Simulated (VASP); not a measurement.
Crystal: Ta2Ru.

```
CELL_PARAMETERS angstrom
0.00000 3.08030 3.08030
3.08030 0.00000 3.08030
3.08030 3.08030 0.00000
ATOMIC_POSITIONS crystal
Ta 0.75000 0.75000 0.75000
Ta 0.25000 0.25000 0.25000
Ru 0.00000 0.00000 0.00000
```

* Program: VASP 6.6.1
* Task: relaxation of cell and atoms
* Functional: LDA
* Potentials or basis: VASP PAW LDA potentials, release 64 (Ta_pv, Ru_pv)
* Cutoff: 600 eV
* k mesh: 14 × 14 × 14
* Occupations: gaussian, width 0.1 eV
* Spin: no spin polarisation

At the start: pressure -9.3 GPa; volume 19.48 Å³/atom.

Question: How do energy, volume and symmetry change on relaxing?

Answer: Over 7 steps the energy falls by 27.7 meV/atom and the volume is 18.57 Å³/atom (-4.7 %); space group Fm-3m (No. 225, to 0.1 Å) before and after.

Step by step:
```csv
step,energy change (eV),largest force (eV/Å),pressure (GPa),volume (Å³)
1,0.0000,0.0000,-9.32,58.45
2,0.5042,0.0000,32.86,49.38
3,-0.0829,0.0000,-0.45,55.83
4,-0.0831,0.0000,-0.11,55.73
5,-0.0831,0.0000,0.10,55.68
6,-0.0831,0.0000,-0.19,55.76
7,-0.0831,0.0000,-0.01,55.71
```

Final structure:
```
CELL_PARAMETERS angstrom
0.00000 3.03131 3.03131
3.03131 0.00000 3.03131
3.03131 3.03131 0.00000
ATOMIC_POSITIONS crystal
Ta 0.75000 0.75000 0.75000
Ta 0.25000 0.25000 0.25000
Ru 0.00000 0.00000 0.00000
```
